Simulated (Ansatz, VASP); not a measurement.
## B: VASP beside Ansatz

```
CELL_PARAMETERS angstrom
-0.98793 0.98793 1.49704
0.98793 -0.98793 1.49704
0.98793 0.98793 -1.49704
ATOMIC_POSITIONS crystal
B 0.00000 0.00000 0.00000
```

Alike in both runs: task relaxation of cell and atoms; functional PBEsol; k mesh 38 × 38 × 38; occupations gaussian, width 0.1 eV; no spin polarisation.

|  | VASP | Ansatz |
| --- | --- | --- |
| version | VASP 6.6.1 | Ansatz 0.2.0 |
| potentials or method | VASP PAW PBE potentials, release 64 (B), cutoff 600 eV | scalar-relativistic, plane waves, PAW |
| valence electrons in the cell | 3 | 3 |

```csv
,VASP,Ansatz,Ansatz less VASP
"gap on the k mesh at the Fermi level, each at its own relaxed structure (eV)",none,none,-
relaxed volume (Å³/atom),5.83,5.82,-0.007
relaxed cell length with the largest relative difference (Å),2.024,2.023,-0.0008
```

VASP's potentials were made for PBE, not for PBEsol. A gap of «none» marks a metal or a gap that the smearing closes.
